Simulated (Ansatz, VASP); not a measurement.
**Two plane-wave programs on RbSbS3**

```
Rb Sb S
1.0
     5.34450    0.00000    0.00000
     0.00000    5.34450    0.00000
     0.00000    0.00000    5.34450
Rb Sb S
1 1 3
Cartesian
  2.6722 2.6722 2.6722
  0.0000 0.0000 0.0000
  2.6722 0.0000 2.6722
  0.0000 2.6722 2.6722
  2.6722 2.6722 0.0000
```

Change from the starting cell: species swapped into the Sc3InC type (Pm-3m, No. 221).

Alike in both runs: functional PBE; k mesh 8 × 8 × 8; occupations gaussian, width 0.1 eV; no spin polarisation.

Ansatz relaxed the structure, and its values are those at the end. VASP's run is a single point on that final structure, the one shown.

|  | VASP | Ansatz |
| --- | --- | --- |
| version | VASP 6.6.1 | Ansatz 0.2.0 |
| potentials or method | VASP PAW PBE potentials, release 64 (Rb_sv, Sb, S), cutoff 520 eV | scalar-relativistic, plane waves, PAW |
| valence electrons in the cell | 32 | 42 |

Ansatz gave:

```
gap on the k mesh at the Fermi level (eV) : none
pressure (GPa)                            : 0.0
```

**Question.** What did VASP give for the same quantities?

**Answer.** gap on the k mesh at the Fermi level (eV): none; pressure (GPa): 0.1.

A gap of «none» marks a metal or a gap that the smearing closes. VASP's potentials hold 32 valence electrons a cell and Ansatz's 42, so a difference there can come from the potentials and not from the codes.

Spin-orbit coupling is off throughout.
